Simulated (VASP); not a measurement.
Na, 2 atoms in the cell. The structure is cubic, space group Fd-3m (No. 227). The conventional cell has a = 7.953 Å, b = 7.953 Å, c = 7.953 Å, α = 90.00°, β = 90.00°, γ = 90.00°. Na (site symmetry -43m) has 4 Na at 3.44 Å within 4.5 Å. This isn't the form of Na at room conditions, which is bcc.

| Item | Value |
| --- | --- |
| Program | VASP 6.6.1 |
| Task | single point |
| Functional | revPBE |
| Potentials or basis | VASP PAW PBE potentials, release 64 (Na_pv) |
| Cutoff | 520 eV |
| k mesh | 8 × 8 × 8 |
| Occupations | fermi-dirac, width 0.1 eV |
| Spin | no spin polarisation |
| Dipole correction | no |
| Further INCAR settings | ALGO = Normal; EDIFF = 1e-06; NBANDS = 14 |

Potentials or basis: VASP PAW PBE potentials, release 64 (Na_pv).

Launch:

```console
$ cat potpaw_PBE.64/Na_pv/POTCAR > POTCAR
$ mpirun -np 1 vasp_std > vasp.out
```

Hardware: 1 thread of Intel(R) Xeon(R) Platinum 8259CL CPU @ 2.50GHz (Skylake/Cascade Lake), on a shared host.

Problem. How long does it take, and how much memory?

Solution. Wall time 40 s on 1 thread of Intel(R) Xeon(R) Platinum 8259CL CPU @ 2.50GHz (Skylake/Cascade Lake), on a shared host, peak memory 0.25 GiB. Counts: scf iterations 10, k points 29.
